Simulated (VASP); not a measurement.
# ZnS (Cc) in VASP: notebook, part 2 of 2

VASP 6.6.1. Earlier steps stand in the parts before.

## (5) Single point, r2SCAN (strain +0.0375 x Voigt [0, 0, 0, 0, 1, 0])

Input file POSCAR:

```
ZnS
1.0
    3.8109987816      0.0000000000      0.0714562272
   -1.9054993908      3.3004217586     -0.0357281136
    0.1168875000      0.0000000000      6.2340000000
Zn S
2 2
Direct
    0.3333333333      0.6666666667      0.0000000000
    0.6666666667      0.3333333333      0.5000000000
    0.3333333333      0.6666666667      0.3850000000
    0.6666666667      0.3333333333      0.8850000000
```

Input file INCAR.step1:

```
  ALGO = Normal
  EDIFF = 1E-4
  ENCUT = 520
  GGA = PE
  ISMEAR = 0
  LASPH = True
  LCHARG = False
  LREAL = False
  LWAVE = True
  NBANDS = 26
  NELM = 80
  PREC = Accurate
  SIGMA = 0.05
```

Input file INCAR.step2:

```
  ALGO = Normal
  EDIFF = 1E-6
  ENCUT = 520
  ISIF = 2
  ISMEAR = 0
  ISTART = 1
  LASPH = True
  LCHARG = False
  LMIXTAU = True
  LREAL = False
  LWAVE = False
  METAGGA = R2SCAN
  NBANDS = 26
  NELM = 80
  PREC = Accurate
  SIGMA = 0.05
```

Input file KPOINTS:

```
k-points
0
Gamma
  6 6 4
```

Potentials or basis: VASP PAW PBE potentials, release 64 (Zn, S).

Command:

```sh
$ cat potpaw_PBE.64/Zn/POTCAR potpaw_PBE.64/S/POTCAR > POTCAR
$ cp INCAR.step1 INCAR
$ mpirun -np 1 vasp_std > vasp.out
$ cp INCAR.step2 INCAR
$ mpirun -np 1 vasp_std > vasp.out
```

OUTCAR:

```text
EDIFF = 1E-6
   ENCUT = 520
   ISIF = 2
   ISMEAR = 0
   ISTART = 1
   LASPH = True
   LREAL = False
   METAGGA = R2SCAN
   NELM = 80
   PREC = Accurate

 ion  position               nearest neighbor table
   1  0.333  0.667  0.000-   4 2.29   4 2.31   4 2.34   3 2.40
   2  0.667  0.333  0.500-   3 2.29   3 2.31   3 2.34   4 2.40
   3  0.333  0.667  0.385-   2 2.29   2 2.31   2 2.34   1 2.40
   4  0.667  0.333  0.885-   1 2.29   1 2.31   1 2.34   2 2.40

  LATTYP: Found a base centered monoclinic cell.
[... 892 lines left out ...]
     26      11.7446      0.00000

 [... further k-points ...]
[... 5 lines left out ...]
  --------------------------------------------------------------------------------------
  -------------------------------------------------------------------------------------
  Total        0.4418432      0.4312554     -0.5159376      0.0000000      0.0000000     -0.7057152
  in kB        9.0314273      8.8150104    -10.5459433      0.0000000      0.0000000    -14.4250633
  external PRESSURE =       2.4334981 kB  Pullay stress =       0.0000000 kB

 VOLUME and BASIS-vectors are now :
 -----------------------------------------------------------------------------
  energy-cutoff  :      520.00
  volume of cell :       78.38
      direct lattice vectors                 reciprocal lattice vectors
     3.810998782  0.000000000  0.071456227     0.262490686  0.151495789 -0.004921700
    -1.905499391  3.300421759 -0.035728114     0.000000000  0.302991579  0.000000000
     0.116887500  0.000000000  6.234000000    -0.003008757  0.000000000  0.160467065

 POSITION                                       TOTAL-FORCE (eV/Angst)
 -----------------------------------------------------------------------------------
     -0.00000      2.20028     -0.00000        -0.143344      0.015349      0.319198
      1.96394      1.10014      3.15273        -0.143344     -0.015349      0.319198
      0.04500      2.20028      2.40009         0.143344      0.013782     -0.319198
      2.00894      1.10014      5.55282         0.143344     -0.013782     -0.319198
 -----------------------------------------------------------------------------------
    total drift:                                0.002785     -0.000032      0.001586

  FREE ENERGIE OF THE ION-ELECTRON SYSTEM (eV)
  ---------------------------------------------------
  free  energy   TOTEN  =       -37.6864680286 eV

  energy  without entropy=      -37.6864680286  energy(sigma->0) =      -37.68646803
```

OSZICAR.step1:

```text
N       E                     dE             d eps       ncg     rms          rms(c)
DAV:   1     0.244891948833E+03    0.24489E+03   -0.17041E+04  2444   0.167E+03
DAV:   2     0.100340799230E+02   -0.23486E+03   -0.22434E+03  2526   0.350E+02
DAV:   3    -0.139051423090E+02   -0.23939E+02   -0.23706E+02  2914   0.111E+02
DAV:   4    -0.144919949620E+02   -0.58685E+00   -0.58554E+00  2832   0.174E+01
DAV:   5    -0.145010618044E+02   -0.90668E-02   -0.90639E-02  3004   0.215E+00    0.993E+00
DAV:   6    -0.136478749717E+02    0.85319E+00   -0.16458E+00  3662   0.372E+01    0.763E+00
DAV:   7    -0.136438208525E+02    0.40541E-02   -0.12605E+00  2576   0.657E+00    0.346E+00
DAV:   8    -0.136370410604E+02    0.67798E-02   -0.36021E-02  3032   0.182E+00    0.985E-01
DAV:   9    -0.136375239689E+02   -0.48291E-03   -0.95185E-03  3312   0.133E+00    0.232E-01
DAV:  10    -0.136376674885E+02   -0.14352E-03   -0.61753E-04  2856   0.345E-01    0.950E-02
DAV:  11    -0.136378840696E+02   -0.21658E-03   -0.33618E-04  2372   0.127E-01    0.590E-02
DAV:  12    -0.136378833008E+02    0.76884E-06   -0.16624E-05  1368   0.481E-02
   1 F= -.13637883E+02 E0= -.13637883E+02  d E =-.157985E-10
```

Wall time 3.2 min (1 thread of AMD EPYC 9R45 (Zen 5), shared host); peak memory 0.22 GiB.

What came out:

| Item | Value |
| --- | --- |
| Free energy | -37.6865 eV |
| Pressure | 0.2 GPa |
| Largest force | 0.350 eV/Å |
| Band gap on the k mesh | 2.75 eV, direct |

Forces on the atoms (eV/Å):
```
Zn  -0.143  0.015  0.319
Zn  -0.143 -0.015  0.319
S    0.143  0.014 -0.319
S    0.143 -0.014 -0.319
```

Levels at points of the mesh, in eV from the valence-band top:
```
           k point  band 15  band 16  band 17  band 18  band 19  band 20  band 21  band 22
(0.00, 0.00, 0.00)    -0.94    -0.14    -0.08     0.00     2.75     3.44     6.72     6.72
(0.50, 0.00, 0.00)    -3.27    -2.38    -1.65    -1.07     3.93     4.71     5.45     7.55
(0.00, 0.50, 0.00)    -3.29    -2.37    -1.66    -1.07     3.93     4.68     5.46     7.59
(0.00, 0.00, 0.50)    -0.58    -0.58    -0.48    -0.48     3.98     3.98     7.05     7.05
(0.50, 0.00, 0.50)    -1.78    -1.78    -1.75    -1.50     3.90     4.02     5.38     5.68
(0.00, 0.50, 0.50)    -1.78    -1.78    -1.62    -1.62     3.96     3.96     5.52     5.52
```

Caveat: the cell differs from its parent crystal (strain +0.0375 x Voigt [0, 0, 0, 0, 1, 0]); the PAW data sets were made with another functional, which shifts forces and pressure a little.

## (6) Summary

| cell | gap on the mesh (eV) | pressure (GPa) | largest force (eV/Å) |
| --- | --- | --- | --- |
| a = 3.813, b = 3.811, c = 6.237 Å, angles 88.3, 93.4, 120.0°, 4 atoms | 2.70 | 0.3 | 0.39 |
| a = 3.812, b = 3.811, c = 6.236 Å, angles 91.3, 87.4, 120.0°, 4 atoms | 2.73 | 0.3 | 0.36 |
| a = 3.812, b = 3.811, c = 6.236 Å, angles 91.5, 87.0, 120.0°, 4 atoms | 2.72 | 0.3 | 0.38 |
| a = 3.812, b = 3.811, c = 6.235 Å, angles 91.1, 87.9, 120.0°, 4 atoms | 2.75 | 0.2 | 0.35 |

Alike in all rows: task single point; level r2SCAN; potentials or basis VASP PAW PBE potentials, release 64 (Zn, S); no spin polarisation; k mesh 6 × 6 × 4; cutoff (eV) 520; smearing gaussian 0.05 eV.

Caveats: the PAW data sets were made with another functional, which shifts forces and pressure a little.

Absolute energies hang on the potentials; compare differences alone.
